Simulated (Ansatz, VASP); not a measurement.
## KMgF3 in VASP and in Ansatz

The input INCAR:

```
ALGO = Normal
EDIFF = 1E-7
ENCUT = 520
GGA = PE
ISIF = 2
ISMEAR = 0
LASPH = True
LCHARG = False
LREAL = False
LWAVE = False
NBANDS = 24
NELM = 100
PREC = Accurate
SIGMA = 0.05
```

The input KPOINTS:

```
k-points
0
Gamma
  6 6 6
```

Contents of POSCAR:

```
KMgF3
1.0
    4.0009338747      0.2500583672      0.2500583672
    0.2500583672      4.0009338747      0.2500583672
    0.2500583672      0.2500583672      4.0009338747
K Mg F
1 1 3
Direct
    0.5000000000      0.5000000000      0.5000000000
    0.0000000000      0.0000000000      0.0000000000
    0.5000000000      0.0000000000      0.0000000000
    0.0000000000      0.5000000000      0.0000000000
    0.0000000000      0.0000000000      0.5000000000
```

Input for Ansatz:

```yaml
crystal:
  lattice:
    - [4.0009338747, 0.2500583672, 0.2500583672]
    - [0.2500583672, 4.0009338747, 0.2500583672]
    - [0.2500583672, 0.2500583672, 4.0009338747]
  atoms:
    - { symbol: K, position: [0.5, 0.5, 0.5] }
    - { symbol: Mg, position: [0.0, 0.0, 0.0] }
    - { symbol: F, position: [0.5, 0.0, 0.0] }
    - { symbol: F, position: [0.0, 0.5, 0.0] }
    - { symbol: F, position: [0.0, 0.0, 0.5] }
basis:
  ecutwfc: 420
kpoints:
  mp_grid: { grid: [6, 6, 6] }
hamiltonian:
  xc: pbe
scf:
  occupations: { method: gaussian, width: 0.05 }
output:
  forces: true
  stress: true
  eigenvalues: true
```

Alike in both runs: task single point; functional PBE; k mesh 6 × 6 × 6; occupations gaussian, width 0.05 eV; no spin polarisation.

```csv
,VASP,Ansatz
version,VASP 6.6.1,Ansatz 0.2.0
potentials or method,"VASP PAW PBE potentials, release 64 (K_sv, Mg, F), cutoff 520 eV","scalar-relativistic, plane waves, PAW"
valence electrons in the cell,32,40
```

|  | VASP | Ansatz | Ansatz less VASP |
| --- | --- | --- | --- |
| gap on the k mesh at the Fermi level (eV) | 6.80 | 6.83 | +0.032 |
| least direct gap on the mesh (eV) | 6.92 | 6.95 | +0.031 |
| pressure (GPa) | 4.3 | 4.7 | +0.37 |
| traceless stress, the component that is largest in VASP (GPa) | -6.07 | -5.98 | +0.093 |

VASP's potentials hold 32 valence electrons a cell and Ansatz's 40, so a difference there can come from the potentials and not from the codes.
